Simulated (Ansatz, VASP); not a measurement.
## SiMo5: VASP beside Ansatz

```
Si Mo
1.0
     1.59760   -2.23760    0.00000
     1.59760    2.23760    0.00000
     0.00000    0.00000   12.87517
Si Mo
1 5
Direct
  0.00000 0.00000 0.00000
  0.00000 0.00000 0.67237
  0.50000 0.50000 0.84500
  0.50000 0.50000 0.50000
  0.50000 0.50000 0.15500
  0.00000 0.00000 0.32763
```

Alike in both runs: functional PBE; k mesh 12 × 12 × 4; occupations gaussian, width 0.1 eV; no spin polarisation.

Ansatz relaxed the structure, and its values are those at the end. VASP's run is a single point on that final structure, the one shown.

```csv
,VASP,Ansatz
version,VASP 6.6.1,Ansatz 0.2.0
potentials or method,"VASP PAW PBE potentials, release 64 (Si, Mo_sv), cutoff 520 eV","scalar-relativistic, plane waves, PAW"
valence electrons in the cell,74,74
```

|  | VASP | Ansatz | Ansatz less VASP |
| --- | --- | --- | --- |
| gap on the k mesh at the Fermi level (eV) | none | none | - |
| pressure (GPa) | 0.4 | 0.0 | -0.41 |

A gap of «none» marks a metal or a gap that the smearing closes. With one functional, cell and mesh, what is left measures potentials, basis and numerics.
